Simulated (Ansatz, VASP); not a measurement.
**Ca: VASP beside Ansatz**

```
CELL_PARAMETERS angstrom
3.77507 0.00000 0.00000
0.00000 3.77507 0.00000
0.00000 0.00000 25.67752
ATOMIC_POSITIONS crystal
Ca 0.50000 0.50000 0.29208
Ca 0.00000 0.00000 0.39604
Ca 0.50000 0.50000 0.50000
Ca 0.00000 0.00000 0.60396
Ca 0.50000 0.50000 0.70792
```

Alike in both runs: task single point; functional LDA; k mesh 9 × 9 × 1; occupations gaussian, width 0.1 eV; no spin polarisation.

|  | VASP | Ansatz |
| --- | --- | --- |
| version | VASP 6.6.1 | Ansatz 0.2.0 |
| potentials or method | VASP PAW LDA potentials, release 64 (Ca_sv), cutoff 520 eV | scalar-relativistic, plane waves, PAW |
| valence electrons in the cell | 50 | 50 |

Ansatz gave:

- gap on the k mesh at the Fermi level (eV): none
- rms of the force components (eV/Å): 0.038

Task: What did VASP give for the same quantities?

Result: gap on the k mesh at the Fermi level (eV): none; rms of the force components (eV/Å): 0.036.

LDA's correlation is that of Perdew and Zunger in VASP and of Perdew and Wang (1992) in Ansatz. Atom by atom the forces differ by 0.001 eV/Å (rms over components). A gap of «none» marks a metal or a gap that the smearing closes. Ansatz's warnings: vacuum density over bound, xc potential rough in thin density.
